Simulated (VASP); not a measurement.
The system is Be2H3.

```
Be H
1.0
     4.71791    0.00000    0.00000
     0.00000    4.71791    0.00000
     0.00000    0.00000    3.19631
Be H
4 6
Direct
  0.23584 0.00000 0.50000
  0.76416 0.00000 0.50000
  0.00000 0.23584 0.50000
  0.00000 0.76416 0.50000
  0.00000 0.50000 0.00000
  0.50000 0.00000 0.00000
  0.81341 0.50000 0.00000
  0.18659 0.50000 0.00000
  0.50000 0.81341 0.00000
  0.50000 0.18659 0.00000
```

- Program: VASP 6.6.1
- Task: relaxation of cell and atoms
- Functional: PBE
- Potentials or basis: VASP PAW PBE potentials, release 64 (Be, H)
- Cutoff: 600 eV
- k mesh: 4 × 4 × 6
- Occupations: gaussian, width 0.1 eV
- Spin: no spin polarisation

At the start: pressure 28.2 GPa; volume 7.11 Å³/atom.

Problem. Where does the relaxation end?

Solution. Over 24 steps the energy falls by 693.4 meV/atom and the volume is 7.71 Å³/atom (+8.4 %); space group P4/mmm (No. 123, to 0.05 Å).

The path:
```tsv
step	energy change (eV)	largest force (eV/Å)	pressure (GPa)	volume (Å³)
1	0.0000	9.2711	28.21	71.15
2	-5.0810	3.6040	1.47	84.50
3	-6.0866	0.3781	1.18	79.70
4	-6.0896	0.3622	0.98	79.96
5	-6.2149	0.1911	-0.86	80.57
6	-6.3107	0.3624	-3.04	81.37
7	-6.3313	0.5076	-4.00	81.72
8	-6.4286	0.5221	-3.90	80.88
9	-6.6258	0.6046	-2.43	78.17
10	-6.5217	0.6759	0.59	71.93
11	-3.0360	2.2501	36.70	56.02
12	-6.5352	0.6964	0.91	71.65
13	-6.7703	0.3595	2.67	70.76
14	-6.5126	0.4556	12.37	67.43
15	-6.6961	0.3731	7.51	68.99
16	-6.8027	0.2647	4.98	69.92
17	-6.8177	0.2156	3.71	70.35
18	-6.8178	0.1907	3.99	70.25
19	-6.8830	0.1485	2.63	72.76
20	-6.9152	0.2065	0.04	78.14
21	-6.9227	0.1785	0.78	76.42
22	-6.9325	0.0622	0.02	77.04
23	-6.9329	0.0832	-0.20	77.23
24	-6.9341	0.0183	0.08	77.14
```

Final structure:
```
Be H
1.0
     5.82541    0.00000    0.00000
     0.00000    5.82541    0.00000
     0.00000    0.00000    2.27329
Be H
4 6
Direct
  0.27071 0.00000 0.50000
  0.72929 0.00000 0.50000
  0.00000 0.27071 0.50000
  0.00000 0.72929 0.50000
  0.00000 0.50000 0.00000
  0.50000 0.00000 0.00000
  0.81789 0.50000 0.00000
  0.18211 0.50000 0.00000
  0.50000 0.81789 0.00000
  0.50000 0.18211 0.00000
```
